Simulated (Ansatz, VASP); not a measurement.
Na3OsRu in VASP and in Ansatz

```
Na Ru Os
1.0
     5.30535    0.00000    0.00000
     0.00000    5.30535    0.00000
     0.00000    0.00000    5.30535
Na Ru Os
3 1 1
Direct
  0.00000 0.50000 0.50000
  0.50000 0.00000 0.50000
  0.50000 0.50000 0.00000
  0.00000 0.00000 0.00000
  0.50000 0.50000 0.50000
```

Change from the starting cell: species swapped into the Mn3IrN type (Pm-3m, No. 221).

Alike in both runs: functional PBE; k mesh 4 × 4 × 4; occupations gaussian, width 0.1 eV; no spin polarisation.

Ansatz relaxed the structure, and its values are those at the end. VASP's run is a single point on that final structure, the one shown.

|  | VASP | Ansatz |
| --- | --- | --- |
| version | VASP 6.6.1 | Ansatz 0.2.0 |
| potentials or method | VASP PAW PBE potentials, release 64 (Na_pv, Ru_pv, Os), cutoff 520 eV | scalar-relativistic, plane waves, PAW |
| valence electrons in the cell | 43 | 59 |

```csv
,VASP,Ansatz,Ansatz less VASP
gap on the k mesh at the Fermi level (eV),none,none,-
pressure (GPa),0.2,0.2,-0.02
```

A gap of «none» marks a metal or a gap that the smearing closes. VASP's potentials hold 43 valence electrons a cell and Ansatz's 59, so a difference there can come from the potentials and not from the codes.

Spin-orbit coupling is off throughout.
